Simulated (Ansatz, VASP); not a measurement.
CoO: VASP beside Ansatz

```
CELL_PARAMETERS angstrom
0.00000 2.09190 2.09190
2.09190 0.00000 2.09190
2.09190 2.09190 0.00000
ATOMIC_POSITIONS crystal
Co 0.00000 0.00000 0.00000
O 0.50000 0.50000 0.50000
```

Alike in both runs: task single point; functional PBE; k mesh 16 × 16 × 16; occupations gaussian, width 0.1 eV; collinear spin; Hubbard terms Co d U = 3.32 eV.

|  | VASP | Ansatz |
| --- | --- | --- |
| version | VASP 6.6.1 | Ansatz 0.2.0 |
| potentials or method | VASP PAW PBE potentials, release 64 (Co, O), cutoff 520 eV | scalar-relativistic, plane waves, PAW |
| valence electrons in the cell | 15 | 23 |

```csv
,VASP,Ansatz,Ansatz less VASP
pressure (GPa),9.2,21.2,+11.99
net moment per atom (μB),1.50,1.50,+0.001
size of the moment on the site where the two differ most (μB),2.73,2.58,-0.145
```

Site moments also hang on the region over which each program counts them. The programs project onto different local orbitals, so the same U acts differently, and such runs can settle in different states. VASP's potentials hold 15 valence electrons a cell and Ansatz's 23, so a difference there can come from the potentials and not from the codes. Ansatz's warnings: look outside group, minimisation memory short, reached outside group.
